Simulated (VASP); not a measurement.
# Ti (I4/mmm) in VASP: further runs

The runs below take Ti through single point, with PBEsol.

All numbers are computed with VASP 6.6.1; they aren't measurements. Logs are shortened: lines on timing, memory, paths and dates and some standing lists are left out, and cuts for length are marked.

### Step 1. The cell of the first run

It takes space group I4/mmm (No. 139, tetragonal). The conventional cell has a = 3.226 Å, b = 3.226 Å, c = 3.146 Å, α = 90.00°, β = 90.00°, γ = 90.00°. Ti (site symmetry 4/mmm) has 14 Ti at 2.77 to 3.23 Å within 3.7 Å.

### Step 2. Single point, PBEsol (uniaxial strain along c: -2.0 %)

The input, INCAR:

```
PREC     = Accurate       # precision mode
ENCUT    = 520            # plane-wave cutoff, eV
EDIFF    = 1E-6           # SCF threshold, eV
ISMEAR   = 0              # smearing method
SIGMA    = 0.1            # smearing width, eV
LREAL    = F              # projectors in reciprocal space
LASPH    = T              # aspherical terms in the spheres
NELM     = 100            # most SCF steps
ALGO     = Fast           # electronic algorithm
ISIF     = 2              # what is computed and relaxed
LWAVE    = F              # write WAVECAR
LCHARG   = F              # write CHGCAR
GGA      = PS             # functional
NBANDS   = 19             # bands
```

The input, KPOINTS:

```
Automatic mesh
0
Gamma
  16 16 16
```

The input, POSCAR:

```
Ti
1.0
    3.2262832864      0.0000000000      0.0000000000
    0.0000000000      3.2262832864      0.0000000000
    0.0000000000      0.0000000000      3.1460274832
Ti
2
Direct
    0.0000000000      0.0000000000      0.0000000000
    0.5000000000      0.5000000000      0.5000000000
```

Potentials or basis: VASP PAW PBE potentials, release 64 (Ti_sv).

Launch:

```sh
$ cat potpaw_PBE.64/Ti_sv/POTCAR > POTCAR
$ mpirun -np 1 vasp_std > vasp.out
```

OUTCAR:

```text
PREC = Accurate
   ENCUT = 520
   EDIFF = 1E-6
   ISMEAR = 0
   LREAL = F
   LASPH = T
   NELM = 100
   ISIF = 2
   GGA = PS

 ion  position               nearest neighbor table
   1  0.000  0.000  0.000-   2 2.77   2 2.77   2 2.77   2 2.77   2 2.77   2 2.77   2 2.77   2 2.77

   2  0.500  0.500  0.500-   1 2.77   1 2.77   1 2.77   1 2.77   1 2.77   1 2.77   1 2.77   1 2.77

  LATTYP: Found a simple tetragonal cell.
 ALAT       =     3.2262832864
 C/A-ratio  =     0.9751243781

  Lattice vectors:

 A1 = (   3.2262832864,   0.0000000000,   0.0000000000)
 A2 = (   0.0000000000,   3.2262832864,   0.0000000000)
 A3 = (   0.0000000000,   0.0000000000,   3.1460274832)

Analysis of symmetry for initial positions (statically):
=====================================================================
 Subroutine PRICEL returns following result:

  LATTYP: Found a body centered tetragonal cell.
 ALAT       =     3.2262832864
 C/A-ratio  =     0.9751243781

  Lattice vectors:

 A1 = (  -1.6131416432,  -1.6131416432,  -1.5730137416)
 A2 = (   1.6131416432,   1.6131416432,  -1.5730137416)
 A3 = (   1.6131416432,  -1.6131416432,   1.5730137416)

   2 primitive cells build up your supercell.

 Routine SETGRP: Setting up the symmetry group for a
 simple tetragonal supercell.

 Subroutine GETGRP returns: Found 16 space group operations
 (whereof 16 operations were pure point group operations)
 out of a pool of 16 trial point group operations.

The static configuration has the point symmetry D_4h.

Analysis of symmetry for dynamics (positions and initial velocities):
=====================================================================
 Subroutine PRICEL returns following result:

  LATTYP: Found a body centered tetragonal cell.
 ALAT       =     3.2262832864
 C/A-ratio  =     0.9751243781

  Lattice vectors:

 A1 = (  -1.6131416432,  -1.6131416432,  -1.5730137416)
 A2 = (   1.6131416432,   1.6131416432,  -1.5730137416)
 A3 = (   1.6131416432,  -1.6131416432,   1.5730137416)

   2 primitive cells build up your supercell.

 Routine SETGRP: Setting up the symmetry group for a
 simple tetragonal supercell.

 Subroutine GETGRP returns: Found 16 space group operations
 (whereof 16 operations were pure point group operations)
 out of a pool of 16 trial point group operations.

The dynamic configuration has the point symmetry D_4h.

 Subroutine INISYM returns: Found 16 space group operations
 (whereof 16 operations are pure point group operations),
 and found     2 'primitive' translations

----------------------------------------------------------------------------------------

                                     Primitive cell

  volume of cell :      16.3733

  direct lattice vectors                    reciprocal lattice vectors
    -1.613141643 -1.613141643 -1.573013742    -0.000000000 -0.309954183 -0.317861177
     1.613141643  1.613141643 -1.573013742     0.309954183  0.000000000 -0.317861177
     1.613141643 -1.613141643  1.573013742     0.309954183 -0.309954183  0.000000000

  length of vectors
     2.771069135  2.771069135  2.771069135     0.443967706  0.443967706  0.438341409

  position of ions in fractional coordinates (direct lattice)
     0.000000000  0.000000000  0.000000000

  ion indices of the primitive-cell ions
   primitive index   ion index
                 1           1

----------------------------------------------------------------------------------------

 KPOINTS: Automatic mesh

Automatic generation of k-mesh.
 Grid dimensions read from file:
 generate k-points for:   16   16   16

 Generating k-lattice:

  Cartesian coordinates                     Fractional coordinates (reciprocal lattice)
     0.019372136  0.000000000  0.000000000     0.062500000  0.000000000  0.000000000
     0.000000000  0.019372136  0.000000000     0.000000000  0.062500000  0.000000000
     0.000000000  0.000000000  0.019866324     0.000000000  0.000000000  0.062500000

  Length of vectors
     0.019372136  0.019372136  0.019866324

  Shift w.r.t. Gamma in fractional coordinates (k-lattice)
     0.000000000  0.000000000  0.000000000

 Subroutine IBZKPT returns following result:
 ===========================================

 Found    405 irreducible k-points:

 Following reciprocal coordinates:
            Coordinates               Weight
  0.000000  0.000000  0.000000      1.000000
  0.062500  0.000000  0.000000      4.000000
  0.125000  0.000000  0.000000      4.000000
  0.187500  0.000000  0.000000      4.000000
  0.250000  0.000000  0.000000      4.000000
  0.312500  0.000000  0.000000      4.000000
[... 16 lines left out ...]
  0.437500  0.125000  0.000000      8.000000
  0.500000  0.125000  0.000000      4.000000
 [... further k-points ...]
   k-points           NKPTS =    405   k-points in BZ     NKDIM =    405   number of bands    NBANDS=     19
   number of dos      NEDOS =    301   number of ions     NIONS =      2
   total plane-waves  NPLWV =  13824
   dimension x,y,z NGX =    24 NGY =   24 NGZ =   24
   dimension x,y,z NGXF=    48 NGYF=   48 NGZF=   48
   ions per type =               2
   NGX,Y,Z   is equivalent  to a cutoff of  12.37, 12.37, 12.68 a.u.
   NGXF,Y,Z  is equivalent  to a cutoff of  24.73, 24.73, 25.36 a.u.
 SYSTEM =  unknown system
   PREC   = accura    normal or accurate (medium, high low for compatibility)
   ISTART =      0    job   : 0-new  1-cont  2-samecut
   ICHARG =      2    charge: 1-file 2-atom 10-const
   ISPIN  =      1    spin polarized calculation?
   LNONCOLLINEAR =      F non collinear calculations
   LSORBIT =      F    spin-orbit coupling
   LASPH  =      T    aspherical Exc in radial PAW
   ENCUT  =  520.0 eV  38.22 Ry    6.18 a.u.   6.00  6.00  5.85*2*pi/ulx,y,z
   NELM   =    100;   NELMIN=  2; NELMDL= -5     # of ELM steps
   EDIFF  = 0.1E-05   stopping-criterion for ELM
   LREAL  =      F    real-space projection
   EDIFFG = 0.1E-04   stopping-criterion for IOM
   NSW    =      0    number of steps for IOM
   IBRION =     -1    ionic relax: 0-MD 1-quasi-New 2-CG
   NFREE  =      0    steps in history (QN), initial steepest desc. (CG)
   ISIF   =      2    stress and relaxation
   ISYM   =      2    0-nonsym 1-usesym 2-fastsym
   POTIM  = 0.5000    time-step for ionic-motion
   TEBEG  =    0.0;   TEEND  =   0.0 temperature during run
   PSTRESS=    0.0 pullay stress
   NELECT =      24.0000    total number of electrons
   NUPDOWN=      -1.0000    fix difference up-down
   EMIN   =  10.00;   EMAX   =-10.00  energy-range for DOS
   EFERMI =   0.00;   METHOD = LEGACY
   ISMEAR =     0;   SIGMA  =   0.10  broadening in eV -4-tet -1-fermi 0-gaus
   EFERMI_NEDOS =   21; number of points for ismear=-14 and -15
   IALGO  =     68    algorithm
   IMIX   =      4    mixing-type and parameters
     AMIX     =   0.40;   BMIX     =  1.00
     AMIX_MAG =   1.60;   BMIX_MAG =  1.00
  volume/ion in A,a.u.               =      16.37       110.49
  Fermi-wavevector in a.u.,A,eV,Ry     =   1.476010  2.789255 29.641742  2.178607
  Thomas-Fermi vector in A             =   2.590589
   LORBIT       =      0    0 simple, 1 ext, 2 COOP (PROOUT), +10 PAW based schemes
   GGA     = PS    functional components
   LHFCALC =     F    Hartree Fock is set to
   AEXX    =    0.0000 exact exchange contribution
   IVDW    =     0    specifies the selected vdW correction
   LEPSILON=     F    determine dielectric tensor
   LRPA    =     F    only Hartree local field effects (RPA)
 non-spin polarized calculation
 RMM-DIIS sequential band-by-band and
 Gauss-broadening in eV      SIGMA  =   0.10
  energy-cutoff  :      520.00
  volume of cell :       32.75
 maximum number of plane-waves:       904
 NGX is ok and might be reduce to    24
   NGX = 11   NGY = 11   NGZ = 11

 number of electron      24.0000000 magnetization

 Free energy of the ion-electron system (eV)
  ---------------------------------------------------
  ext. energy  EPLUGINS =         0.00000000
  ---------------------------------------------------
  free energy    TOTEN  =       -16.48251762 eV

  energy without entropy =      -16.46181833  energy(sigma->0) =      -16.47216798

 E-fermi :   8.5808     XC(G=0): -11.9161

 val. band max:        8.5805375263   @ k =   0.2500   0.0000   0.4375
 cond. band min:       8.5819003935   @ k =   0.4375   0.2500   0.0625
 fundamental gap:      0.0013628673
 Fermi energy:         8.5807655795

 k-point     1 :       0.0000    0.0000    0.0000
  band No.  band energies     occupation
      1     -47.6030      2.00000
      2     -47.3159      2.00000
      3     -24.0505      2.00000
      4     -24.0505      2.00000
      5     -24.0101      2.00000
      6     -23.4770      2.00000
[... 11 lines left out ...]
     18      12.7987      0.00000
     19      12.8498      0.00000

 k-point     2 :       0.0625    0.0000    0.0000
  band No.  band energies     occupation
      1     -47.5998      2.00000
      2     -47.3183      2.00000
      3     -24.0504      2.00000
      4     -24.0447      2.00000
      5     -24.0047      2.00000
      6     -23.4880      2.00000
[... 11 lines left out ...]
     18      12.6997      0.00000
     19      12.7639      0.00000

 k-point     3 :       0.1250    0.0000    0.0000
  band No.  band energies     occupation
      1     -47.5905      2.00000
      2     -47.3252      2.00000
      3     -24.0498      2.00000
      4     -24.0276      2.00000
      5     -23.9887      2.00000
      6     -23.5209      2.00000
[... 11 lines left out ...]
     18      12.3445      0.00000
     19      12.6615      0.00000

 k-point     4 :       0.1875    0.0000    0.0000
  band No.  band energies     occupation
      1     -47.5755      2.00000
      2     -47.3367      2.00000
      3     -24.0468      2.00000
      4     -23.9999      2.00000
      5     -23.9629      2.00000
      6     -23.5718      2.00000
[... 407 lines left out ...]
     18      12.0338      0.00000
     19      12.2528      0.00000

 k-point    23 :       0.4375    0.1250    0.0000
  band No.  band energies     occupation
      1     -47.4730      2.00000
      2     -47.4212      2.00000
      3     -24.0581      2.00000
      4     -23.9574      2.00000
      5     -23.7823      2.00000
      6     -23.7226      2.00000
[... 11 lines left out ...]
     18      11.9732      0.00000
     19      12.1793      0.00000

 k-point    24 :       0.5000    0.1250    0.0000
  band No.  band energies     occupation
      1     -47.4467      2.00000
      2     -47.4467      2.00000
      3     -24.0142      2.00000
      4     -24.0142      2.00000
      5     -23.7338      2.00000
      6     -23.7338      2.00000
[... 11 lines left out ...]
     18      11.6756      0.00000
     19      12.3881      0.00000

 [... further k-points ...]
[... 5 lines left out ...]
  --------------------------------------------------------------------------------------
  -------------------------------------------------------------------------------------
  Total        0.1913923      0.1913923      0.0881304      0.0000000      0.0000000      0.0000000
  in kB        9.3641331      9.3641331      4.3119007      0.0000000      0.0000000      0.0000000
  external PRESSURE =       7.6800556 kB  Pullay stress =       0.0000000 kB

 VOLUME and BASIS-vectors are now :
 -----------------------------------------------------------------------------
  energy-cutoff  :      520.00
  volume of cell :       32.75
      direct lattice vectors                 reciprocal lattice vectors
     3.226283286  0.000000000  0.000000000     0.309954183  0.000000000  0.000000000
     0.000000000  3.226283286  0.000000000     0.000000000  0.309954183  0.000000000
     0.000000000  0.000000000  3.146027483     0.000000000  0.000000000  0.317861177

 POSITION                                       TOTAL-FORCE (eV/Angst)
 -----------------------------------------------------------------------------------
      0.00000      0.00000      0.00000         0.000000     -0.000000      0.000000
      1.61314      1.61314      1.57301        -0.000000      0.000000     -0.000000
 -----------------------------------------------------------------------------------
    total drift:                                0.000000      0.000000     -0.000000

  FREE ENERGIE OF THE ION-ELECTRON SYSTEM (eV)
  ---------------------------------------------------
  free  energy   TOTEN  =       -16.4825176205 eV

  energy  without entropy=      -16.4618183304  energy(sigma->0) =      -16.47216798
```

Wall time 6 min (1 thread of AMD EPYC 7R13 (Zen 3), shared host); peak memory 0.27 GiB.

What came out:

| Property | Result |
| --- | --- |
| Free energy | -16.4825 eV |
| Pressure | 0.8 GPa |
| Band gap on the k mesh | zero (bands 12 and 13 overlap by 1.59 eV) |

Stress tensor (GPa, compression positive):
```
0.94 0.00 0.00
0.00 0.94 0.00
0.00 0.00 0.43
```

Caveat: the cell differs from its parent crystal (uniaxial strain along c: -2.0 %); the PAW data sets were made with another functional, which shifts forces and pressure a little.

(Continued in part 2 of 2.)
